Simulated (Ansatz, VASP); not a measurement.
**Two plane-wave programs on Bi**

POSCAR

```
Bi
1.0
    3.7629691289      0.0000000000      0.0000000000
   -1.8814845645      3.2588268592      0.0000000000
    0.0000000000      0.0000000000      6.1074981812
Bi
2
Direct
    0.3333333333      0.6666666667      0.2500000000
    0.6666666667      0.3333333333      0.7500000000
```

File INCAR.step1:

```
SYSTEM = Bi
ALGO = Normal
EDIFF = 1E-4
ENCUT = 520
GGA = PE
ISMEAR = 0
LASPH = .TRUE.
LCHARG = .FALSE.
LREAL = .FALSE.
LWAVE = .TRUE.
NBANDS = 22
NELM = 100
PREC = Accurate
SIGMA = 0.1
```

Contents of INCAR.step2:

```
SYSTEM = Bi
ALGO = Normal
EDIFF = 1E-7
ENCUT = 520
ISIF = 2
ISMEAR = 0
ISTART = 1
LASPH = .TRUE.
LCHARG = .FALSE.
LMIXTAU = .TRUE.
LREAL = .FALSE.
LWAVE = .FALSE.
METAGGA = R2SCAN
NBANDS = 22
NELM = 100
PREC = Accurate
SIGMA = 0.1
```

File KPOINTS:

```
k-points
0
G
  6 6 4
  0 0 0
```

Input for Ansatz:

```yaml
crystal:
  lattice:
    - [3.7629691289, 0.0, 0.0]
    - [-1.8814845645, 3.2588268592, 0.0]
    - [0.0, 0.0, 6.1074981812]
  atoms:
    - { symbol: Bi, position: [0.3333333333, 0.6666666667, 0.25] }
    - { symbol: Bi, position: [0.6666666667, 0.3333333333, 0.75] }
basis:
  ecutwfc: 500
kpoints:
  mp_grid: { grid: [6, 6, 4] }
hamiltonian:
  xc: r2scan
scf:
  occupations: { method: gaussian, width: 0.1 }
  lower_state_search: "off"
output:
  forces: true
  stress: true
  eigenvalues: true
```

Alike in both runs: task single point; functional r2SCAN; k mesh 6 × 6 × 4; occupations gaussian, width 0.1 eV; no spin polarisation.

|  | VASP | Ansatz |
| --- | --- | --- |
| version | VASP 6.6.1 | Ansatz 0.2.0 |
| potentials or method | VASP PAW PBE potentials, release 64 (Bi_d), cutoff 520 eV | scalar-relativistic, plane waves, PAW |
| valence electrons in the cell | 30 | 30 |

Ansatz gave:

```
gap on the k mesh at the Fermi level (eV)                     : none
pressure (GPa)                                                : -7.1
traceless stress, the component that is largest in VASP (GPa) : 1.15
```

Q: What did VASP give for the same quantities?

A: gap on the k mesh at the Fermi level (eV): none; pressure (GPa): -7.2; traceless stress, the component that is largest in VASP (GPa): 1.14.

VASP's potentials were made for PBE, not for r2SCAN. A gap of «none» marks a metal or a gap that the smearing closes.

Neither program's run includes spin-orbit coupling.
